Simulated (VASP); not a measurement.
# In (P6_3/mmc) in VASP: notebook

Aim: see how the results for In move with the level of theory and the settings. Levels: LDA, PBE0. Tasks: single point.

Everything below comes from runs of VASP 6.6.1. Logs are shortened: lines on timing, memory, paths and dates and some standing lists are left out, and cuts for length are marked.

**1. The cell of the first run**

Symmetry: P6_3/mmc, No. 194, hexagonal system. The conventional cell has a = 3.335 Å, b = 3.335 Å, c = 5.509 Å, α = 90.00°, β = 90.00°, γ = 120.00°. Within 4.4 Å of In (site symmetry -6m2) lie 12 In at 3.34 to 3.36 Å.

This isn't the form of In at room conditions, which is tetragonal.

**2. Single point, LDA**

Contents of INCAR:

```
SYSTEM = In
PREC     = Accurate       ! precision mode
ENCUT    = 520            ! plane-wave cutoff, eV
EDIFF    = 1E-7           ! SCF threshold, eV
ISMEAR   = -1             ! smearing method
SIGMA    = 0.05           ! smearing width, eV
LREAL    = .False.        ! projectors in reciprocal space
LASPH    = .True.         ! aspherical terms in the spheres
NELM     = 80             ! most SCF steps
ALGO     = Fast           ! electronic algorithm
ISIF     = 2              ! what is computed and relaxed
LWAVE    = .False.        ! write WAVECAR
LCHARG   = .False.        ! write CHGCAR
NBANDS   = 20             ! bands
```

Contents of KPOINTS:

```
Automatic mesh
0
Gamma
  9 9 5
  0 0 0
```

Contents of POSCAR:

```
In
1.0
    3.3354847820      0.0000000000      0.0000000000
   -1.6677423910      2.8886145552      0.0000000000
    0.0000000000      0.0000000000      5.5091429200
In
2
Direct
    0.6666666667      0.3333333333      0.7500000000
    0.3333333333      0.6666666667      0.2500000000
```

Potentials or basis: VASP PAW LDA potentials, release 64 (In_d).

Launch:

```
cat potpaw_LDA.64/In_d/POTCAR > POTCAR
mpirun -np 1 vasp_std > vasp.out
```

OUTCAR:

```text
SYSTEM = In
   PREC = Accurate
   ENCUT = 520
   EDIFF = 1E-7
   ISMEAR = -1
   LREAL = .False.
   LASPH = .True.
   NELM = 80
   ISIF = 2

 ion  position               nearest neighbor table
   1  0.667  0.333  0.750-   2 3.36   2 3.36   2 3.36   2 3.36   2 3.36   2 3.36
   2  0.333  0.667  0.250-   1 3.36   1 3.36   1 3.36   1 3.36   1 3.36   1 3.36

  LATTYP: Found a hexagonal cell.
 ALAT       =     3.3354847820
 C/A-ratio  =     1.6516768266

  Lattice vectors:

 A1 = (   3.3354847820,   0.0000000000,   0.0000000000)
 A2 = (  -1.6677423910,   2.8886145552,   0.0000000000)
 A3 = (   0.0000000000,   0.0000000000,   5.5091429200)

Analysis of symmetry for initial positions (statically):
=====================================================================
 Subroutine PRICEL returns:
 Original cell was already a primitive cell.

 Routine SETGRP: Setting up the symmetry group for a
 hexagonal supercell.

 Subroutine GETGRP returns: Found 24 space group operations
 (whereof 12 operations were pure point group operations)
 out of a pool of 24 trial point group operations.

The static configuration has the point symmetry D_3d.
 The point group associated with its full space group is D_6h.

Analysis of symmetry for dynamics (positions and initial velocities):
=====================================================================
 Subroutine PRICEL returns:
 Original cell was already a primitive cell.

 Routine SETGRP: Setting up the symmetry group for a
 hexagonal supercell.

 Subroutine GETGRP returns: Found 24 space group operations
 (whereof 12 operations were pure point group operations)
 out of a pool of 24 trial point group operations.

The dynamic configuration has the point symmetry D_3d.
 The point group associated with its full space group is D_6h.

 Subroutine INISYM returns: Found 24 space group operations
 (whereof 12 operations are pure point group operations),
 and found     1 'primitive' translations

----------------------------------------------------------------------------------------

                                     Primitive cell

  volume of cell :      53.0802

  direct lattice vectors                    reciprocal lattice vectors
     3.335484782  0.000000000  0.000000000     0.299806495  0.173093360  0.000000000
    -1.667742391  2.888614555  0.000000000     0.000000000  0.346186721  0.000000000
     0.000000000  0.000000000  5.509142920     0.000000000  0.000000000  0.181516438

  length of vectors
     3.335484782  3.335484782  5.509142920     0.346186721  0.346186721  0.181516438

  position of ions in fractional coordinates (direct lattice)
     0.666666667  0.333333333  0.750000000
     0.333333333  0.666666667  0.250000000

  ion indices of the primitive-cell ions
   primitive index   ion index
                 1           1
                 2           2

----------------------------------------------------------------------------------------

 KPOINTS: Automatic mesh

Automatic generation of k-mesh.
 Grid dimensions read from file:
 generate k-points for:    9    9    5

 Generating k-lattice:

  Cartesian coordinates                     Fractional coordinates (reciprocal lattice)
     0.033311833  0.019232596  0.000000000     0.111111111  0.000000000  0.000000000
     0.000000000  0.038465191  0.000000000     0.000000000  0.111111111  0.000000000
     0.000000000  0.000000000  0.036303288     0.000000000  0.000000000  0.200000000

  Length of vectors
     0.038465191  0.038465191  0.036303288

  Shift w.r.t. Gamma in fractional coordinates (k-lattice)
     0.000000000  0.000000000  0.000000000

 Subroutine IBZKPT returns following result:
 ===========================================

 Found     36 irreducible k-points:

 Following reciprocal coordinates:
            Coordinates               Weight
  0.000000  0.000000  0.000000      1.000000
  0.111111  0.000000  0.000000      6.000000
  0.222222  0.000000  0.000000      6.000000
  0.333333  0.000000  0.000000      6.000000
  0.444444  0.000000  0.000000      6.000000
  0.111111  0.111111  0.000000      6.000000
[... 16 lines left out ...]
  0.333333  0.222222  0.200000     24.000000
  0.333333  0.333333  0.200000      4.000000
 [... further k-points ...]
   k-points           NKPTS =     36   k-points in BZ     NKDIM =     36   number of bands    NBANDS=     20
   number of dos      NEDOS =    301   number of ions     NIONS =      2
   total plane-waves  NPLWV =  32928
   dimension x,y,z NGX =    28 NGY =   28 NGZ =   42
   dimension x,y,z NGXF=    56 NGYF=   56 NGZF=   84
   ions per type =               2
   NGX,Y,Z   is equivalent  to a cutoff of  13.96, 13.96, 12.67 a.u.
   NGXF,Y,Z  is equivalent  to a cutoff of  27.91, 27.91, 25.35 a.u.
 SYSTEM =  In
   PREC   = accura    normal or accurate (medium, high low for compatibility)
   ISTART =      0    job   : 0-new  1-cont  2-samecut
   ICHARG =      2    charge: 1-file 2-atom 10-const
   ISPIN  =      1    spin polarized calculation?
   LNONCOLLINEAR =      F non collinear calculations
   LSORBIT =      F    spin-orbit coupling
   LASPH  =      T    aspherical Exc in radial PAW
   ENCUT  =  520.0 eV  38.22 Ry    6.18 a.u.   6.20  6.20 10.24*2*pi/ulx,y,z
   NELM   =     80;   NELMIN=  2; NELMDL= -5     # of ELM steps
   EDIFF  = 0.1E-06   stopping-criterion for ELM
   LREAL  =      F    real-space projection
   EDIFFG = 0.1E-05   stopping-criterion for IOM
   NSW    =      0    number of steps for IOM
   IBRION =     -1    ionic relax: 0-MD 1-quasi-New 2-CG
   NFREE  =      0    steps in history (QN), initial steepest desc. (CG)
   ISIF   =      2    stress and relaxation
   ISYM   =      2    0-nonsym 1-usesym 2-fastsym
   POTIM  = 0.5000    time-step for ionic-motion
   TEBEG  =    0.0;   TEEND  =   0.0 temperature during run
   PSTRESS=    0.0 pullay stress
   NELECT =      26.0000    total number of electrons
   NUPDOWN=      -1.0000    fix difference up-down
   EMIN   =  10.00;   EMAX   =-10.00  energy-range for DOS
   EFERMI =   0.00;   METHOD = LEGACY
   ISMEAR =    -1;   SIGMA  =   0.05  broadening in eV -4-tet -1-fermi 0-gaus
   EFERMI_NEDOS =   21; number of points for ismear=-14 and -15
   IALGO  =     68    algorithm
   IMIX   =      4    mixing-type and parameters
     AMIX     =   0.40;   BMIX     =  1.00
     AMIX_MAG =   1.60;   BMIX_MAG =  1.00
  volume/ion in A,a.u.               =      26.54       179.10
  Fermi-wavevector in a.u.,A,eV,Ry     =   1.290491  2.438675 22.658704  1.665368
  Thomas-Fermi vector in A             =   2.422320
   LORBIT       =      0    0 simple, 1 ext, 2 COOP (PROOUT), +10 PAW based schemes
   GGA     = CA    functional components
   LHFCALC =     F    Hartree Fock is set to
   AEXX    =    0.0000 exact exchange contribution
   IVDW    =     0    specifies the selected vdW correction
   LEPSILON=     F    determine dielectric tensor
   LRPA    =     F    only Hartree local field effects (RPA)
 non-spin polarized calculation
 RMM-DIIS sequential band-by-band and
  energy-cutoff  :      520.00
  volume of cell :       53.08
 maximum number of plane-waves:      1446
 NGX is ok and might be reduce to    28
   NGX = 13   NGY = 13   NGZ = 21

 number of electron      26.0000008 magnetization

 Free energy of the ion-electron system (eV)
  ---------------------------------------------------
  ext. energy  EPLUGINS =         0.00000000
  ---------------------------------------------------
  free energy    TOTEN  =        -6.36450823 eV

  energy without entropy =       -6.34952496  energy(sigma->0) =       -6.35701660

 E-fermi :   7.0963     XC(G=0): -10.4599

 val. band max:        7.0832715475   @ k =   0.3333   0.2222   0.2000
 cond. band min:       7.1412768100   @ k =   0.4444   0.1111   0.0000
 fundamental gap:      0.0580052624
 Fermi energy:         7.0963208220

 k-point     1 :       0.0000    0.0000    0.0000
  band No.  band energies     occupation
      1      -7.5417      2.00000
      2      -7.4856      2.00000
      3      -7.4582      2.00000
      4      -7.4582      2.00000
      5      -7.4313      2.00000
      6      -7.4313      2.00000
[... 12 lines left out ...]
     19      18.0510      0.00000
     20      18.5083      0.00000

 k-point     2 :       0.1111    0.0000    0.0000
  band No.  band energies     occupation
      1      -7.5334      2.00000
      2      -7.4897      2.00000
      3      -7.4418      2.00000
      4      -7.4237      2.00000
      5      -7.4220      2.00000
      6      -7.3984      2.00000
[... 12 lines left out ...]
     19      17.7724      0.00000
     20      19.2251      0.00000

 k-point     3 :       0.2222    0.0000    0.0000
  band No.  band energies     occupation
      1      -7.5756      2.00000
      2      -7.4679      2.00000
      3      -7.4312      2.00000
      4      -7.4281      2.00000
      5      -7.4018      2.00000
      6      -7.3444      2.00000
[... 12 lines left out ...]
     19      16.9488      0.00000
     20      18.4897      0.00000

 k-point     4 :       0.3333    0.0000    0.0000
  band No.  band energies     occupation
      1      -7.6319      2.00000
      2      -7.5027      2.00000
      3      -7.4943      2.00000
      4      -7.4337      2.00000
      5      -7.3664      2.00000
      6      -7.3150      2.00000
[... 12 lines left out ...]
     19      15.9207      0.00000
     20      17.7966      0.00000

 k-point     5 :       0.4444    0.0000    0.0000
  band No.  band energies     occupation
      1      -7.6680      2.00000
      2      -7.5525      2.00000
      3      -7.5159      2.00000
      4      -7.4533      2.00000
      5      -7.3438      2.00000
      6      -7.3263      2.00000
[... 12 lines left out ...]
     19      15.3300      0.00000
     20      17.3408      0.00000

 k-point     6 :       0.1111    0.1111    0.0000
  band No.  band energies     occupation
      1      -7.5208      2.00000
      2      -7.5124      2.00000
      3      -7.4176      2.00000
      4      -7.4061      2.00000
      5      -7.4057      2.00000
      6      -7.4012      2.00000
[... 12 lines left out ...]
     19      17.7575      0.00000
     20      18.0627      0.00000

 k-point     7 :       0.2222    0.1111    0.0000
  band No.  band energies     occupation
      1      -7.5699      2.00000
      2      -7.4806      2.00000
      3      -7.4742      2.00000
      4      -7.4289      2.00000
      5      -7.4028      2.00000
      6      -7.3288      2.00000
[... 12 lines left out ...]
     19      16.5643      0.00000
     20      17.2809      0.00000
[... 277 lines left out ...]
 k-point    20 :       0.3333    0.1111    0.2000
  band No.  band energies     occupation
      1      -7.6039      2.00000
      2      -7.5462      2.00000
      3      -7.4859      2.00000
      4      -7.4411      2.00000
      5      -7.3933      2.00000
      6      -7.3052      2.00000
[... 12 lines left out ...]
     19      16.8639      0.00000
     20      16.9327      0.00000

 k-point    21 :       0.4444    0.1111    0.2000
  band No.  band energies     occupation
      1      -7.6183      2.00000
      2      -7.5713      2.00000
      3      -7.4894      2.00000
      4      -7.4420      2.00000
      5      -7.4123      2.00000
      6      -7.2761      2.00000
[... 12 lines left out ...]
     19      16.6677      0.00000
     20      16.7543      0.00000

 k-point    22 :       0.2222    0.2222    0.2000
  band No.  band energies     occupation
      1      -7.5401      2.00000
      2      -7.5032      2.00000
      3      -7.4746      2.00000
      4      -7.4664      2.00000
      5      -7.3793      2.00000
      6      -7.3216      2.00000
[... 12 lines left out ...]
     19      15.8112      0.00000
     20      18.6530      0.00000

 k-point    23 :       0.3333    0.2222    0.2000
  band No.  band energies     occupation
      1      -7.5549      2.00000
      2      -7.5211      2.00000
      3      -7.4690      2.00000
      4      -7.4270      2.00000
      5      -7.3941      2.00000
      6      -7.3014      2.00000
[... 12 lines left out ...]
     19      14.9548      0.00000
     20      19.8712      0.00000

 k-point    24 :       0.3333    0.3333    0.2000
  band No.  band energies     occupation
      1      -7.5516      2.00000
      2      -7.4763      2.00000
      3      -7.4763      2.00000
      4      -7.3587      2.00000
      5      -7.3587      2.00000
      6      -7.3574      2.00000
[... 12 lines left out ...]
     19      13.8662      0.00000
     20      21.4426      0.00000

 [... further k-points ...]
[... 5 lines left out ...]
  --------------------------------------------------------------------------------------
  -------------------------------------------------------------------------------------
  Total       -0.9662405     -0.9662405     -0.9408465      0.0000000     -0.0000000      0.0000000
  in kB      -29.1650830    -29.1650830    -28.3985885      0.0000000     -0.0000000      0.0000000
  external PRESSURE =     -28.9095848 kB  Pullay stress =       0.0000000 kB

 VOLUME and BASIS-vectors are now :
 -----------------------------------------------------------------------------
  energy-cutoff  :      520.00
  volume of cell :       53.08
      direct lattice vectors                 reciprocal lattice vectors
     3.335484782  0.000000000  0.000000000     0.299806495  0.173093360  0.000000000
    -1.667742391  2.888614555  0.000000000     0.000000000  0.346186721  0.000000000
     0.000000000  0.000000000  5.509142920     0.000000000  0.000000000  0.181516438

 POSITION                                       TOTAL-FORCE (eV/Angst)
 -----------------------------------------------------------------------------------
      1.66774      0.96287      4.13186         0.000000      0.000000      0.000000
     -0.00000      1.92574      1.37729        -0.000000      0.000000      0.000000
 -----------------------------------------------------------------------------------
    total drift:                                0.000000     -0.000000      0.000000

  FREE ENERGIE OF THE ION-ELECTRON SYSTEM (eV)
  ---------------------------------------------------
  free  energy   TOTEN  =        -6.3645082346 eV

  energy  without entropy=       -6.3495249633  energy(sigma->0) =       -6.35701660
```

It took 90 s on 1 thread of Intel Xeon 8259CL, shared host; peak memory 0.17 GiB.

Results:

| Quantity | Value |
| --- | --- |
| Free energy | -6.3645 eV |
| Pressure | -2.9 GPa |
| Band gap on the k mesh | zero (bands 13 and 14 overlap by 3.97 eV) |

Stress tensor (GPa, compression positive):
```
-2.92  0.00  0.00
 0.00 -2.92  0.00
 0.00  0.00 -2.84
```

Caveat: spin-orbit coupling is left out, which moves the levels of the heavy elements.

**3. Single point, PBE0**

This run uses another cell than the first one, of 24.95 Å³/atom.

Contents of POSCAR:

```
In
1.0
    3.2673945583      0.0000000000      0.0000000000
   -1.6336972791      2.8296466917      0.0000000000
    0.0000000000      0.0000000000      5.3966798754
In
2
Direct
    0.6666666667      0.3333333333      0.7500000000
    0.3333333333      0.6666666667      0.2500000000
```

Contents of INCAR.step1:

```
ALGO = Normal ; EDIFF = 1E-5
ENCUT = 520 ; GGA = PE
ISIF = 2 ; ISMEAR = -1
LASPH = True ; LCHARG = False
LREAL = False ; LWAVE = True
NBANDS = 20 ; NELM = 80
PREC = Accurate ; SIGMA = 0.05
```

Contents of INCAR.step2:

```
AEXX = 0.25 ; ALGO = Normal
EDIFF = 1E-7 ; ENCUT = 520
GGA = PE ; ISIF = 2
ISMEAR = -1 ; ISTART = 1
LASPH = True ; LCHARG = False
LHFCALC = True ; LREAL = False
LWAVE = False ; NBANDS = 20
NELM = 80 ; PREC = Accurate
PRECFOCK = Normal ; SIGMA = 0.05
```

Contents of KPOINTS:

```
k-points
0
Gamma
  4 4 4
```

Potentials or basis: VASP PAW PBE potentials, release 64 (In_d).

Launch:

```
cat potpaw_PBE.64/In_d/POTCAR > POTCAR
cp INCAR.step1 INCAR
mpirun -np 1 vasp_std > vasp.out
cp INCAR.step2 INCAR
mpirun -np 1 vasp_std > vasp.out
```

Run time: 52 min. Hardware: 1 thread of Intel Xeon 8259CL, shared host; peak memory 0.17 GiB.

The run converged. Its results:

```yaml
Free_energy: -6.0191 eV
Pressure: 3.2 GPa
Band_gap_on_the_k_mesh: zero (bands 13 and 14 overlap by 7.41 eV)
```

Stress tensor (GPa, compression positive):
```
 7.07  0.00  0.00
 0.00  7.07  0.00
 0.00  0.00 -4.46
```

Levels at points of the mesh, in eV from the Fermi level:
```
           k point  band 11  band 12  band 13  band 14  band 15  band 16
(0.00, 0.00, 0.00)   -11.96    -5.72    -4.83     9.72     9.72    11.65
(0.50, 0.00, 0.00)    -6.32    -5.67     0.34     0.43     0.97     3.19
(0.00, 0.00, 0.50)   -10.34   -10.34     3.41     3.41    10.86    10.86
(0.50, 0.00, 0.50)    -4.73    -4.73    -3.90    -3.90     6.50     6.50
```

Caveat: the k points lie up to 0.56 Å⁻¹ apart, too coarse for converged energies and pressures of a metal; the PAW data sets were made with another functional, which shifts forces and pressure a little; spin-orbit coupling is left out, which moves the levels of the heavy elements.

**4. Single point, PBE0**

This run uses another cell than the first one, of 25.48 Å³/atom.

Contents of POSCAR:

```
In
1.0
    3.2904051372      0.0000000000      0.0000000000
   -1.6452025686      2.8495744376      0.0000000000
    0.0000000000      0.0000000000      5.4346859154
In
2
Direct
    0.6666666667      0.3333333333      0.7500000000
    0.3333333333      0.6666666667      0.2500000000
```

Contents of INCAR.step1:

```
SYSTEM = In
PREC = Accurate
ENCUT = 520
EDIFF = 1E-5
ISMEAR = -1
SIGMA = 0.05
LREAL = .FALSE.
LASPH = .TRUE.
NELM = 80
ALGO = Normal
ISIF = 2
LWAVE = .TRUE.
LCHARG = .FALSE.
NBANDS = 20
GGA = PE
```

Contents of INCAR.step2:

```
SYSTEM = In
PREC = Accurate
ENCUT = 520
EDIFF = 1E-7
ISMEAR = -1
SIGMA = 0.05
LREAL = .FALSE.
LASPH = .TRUE.
NELM = 80
ALGO = Normal
ISIF = 2
LWAVE = .FALSE.
LCHARG = .FALSE.
GGA = PE
LHFCALC = .TRUE.
AEXX = 0.25
PRECFOCK = Normal
NBANDS = 20
ISTART = 1
```

Contents of KPOINTS:

```
regular mesh
0
G
  4 4 4
  0 0 0
```

Launch:

```
cat potpaw_PBE.64/In_d/POTCAR > POTCAR
cp INCAR.step1 INCAR
mpirun -np 1 vasp_std > vasp.out
cp INCAR.step2 INCAR
mpirun -np 1 vasp_std > vasp.out
```

It took 47 min on 1 thread of Intel Xeon 8259CL, shared host; peak memory 0.17 GiB.

It converged, with:

```
Free energy            : -6.0230 eV
Pressure               : 3.9 GPa
Band gap on the k mesh : zero (bands 13 and 14 overlap by 7.26 eV)
```

Stress tensor (GPa, compression positive):
```
 7.70  0.00  0.00
 0.00  7.70  0.00
 0.00  0.00 -3.58
```

Levels at points of the mesh, in eV from the Fermi level:
| k point | band 9 | band 10 | band 11 | band 12 | band 13 | band 14 | band 15 | band 16 | band 17 | band 18 |
| --- | --- | --- | --- | --- | --- | --- | --- | --- | --- | --- |
| (0.00, 0.00, 0.00) | -17.06 | -17.06 | -11.74 | -5.66 | -4.66 | 9.62 | 9.62 | 11.51 | 11.51 | 11.68 |
| (0.50, 0.00, 0.00) | -17.02 | -16.99 | -6.23 | -5.49 | 0.36 | 0.38 | 1.03 | 3.22 | 4.73 | 8.31 |
| (0.00, 0.00, 0.50) | -17.13 | -17.13 | -10.15 | -10.15 | 3.40 | 3.40 | 10.73 | 10.73 | 10.73 | 10.73 |
| (0.50, 0.00, 0.50) | -17.00 | -17.00 | -4.68 | -4.68 | -3.79 | -3.79 | 6.46 | 6.46 | 7.11 | 7.11 |

Caveat: the k points lie up to 0.55 Å⁻¹ apart, too coarse for converged energies and pressures of a metal; the PAW data sets were made with another functional, which shifts forces and pressure a little; spin-orbit coupling is left out, which moves the levels of the heavy elements.

**5. Summary**

```tsv
level	potentials or basis	cell	k mesh	grid for exact exchange (PRECFOCK)	share of exact exchange	gap on the mesh (eV)	pressure (GPa)
LDA	VASP PAW LDA potentials, release 64 (In_d)	a = 3.335, b = 3.335, c = 5.509 Å, angles 90.0, 90.0, 120.0°, 2 atoms	9 × 9 × 5	-	-	none	-2.9
PBE0	VASP PAW PBE potentials, release 64 (In_d)	a = 3.267, b = 3.267, c = 5.397 Å, angles 90.0, 90.0, 120.0°, 2 atoms	4 × 4 × 4	Normal	0.25	none	3.2
PBE0	VASP PAW PBE potentials, release 64 (In_d)	a = 3.290, b = 3.290, c = 5.435 Å, angles 90.0, 90.0, 120.0°, 2 atoms	4 × 4 × 4	Normal	0.25	none	3.9
```

Alike in all rows: task single point; no spin polarisation; cutoff (eV) 520; smearing fermi-dirac 0.05 eV.

Caveats: some runs use coarse meshes; spin-orbit coupling is left out, which moves the levels of the heavy elements; the PAW data sets were made with another functional, which shifts forces and pressure a little (at least some runs).

Absolute energies hang on the potentials; compare differences alone.

The gap in the log of VASP goes by the Fermi energy; the results here count the filled bands.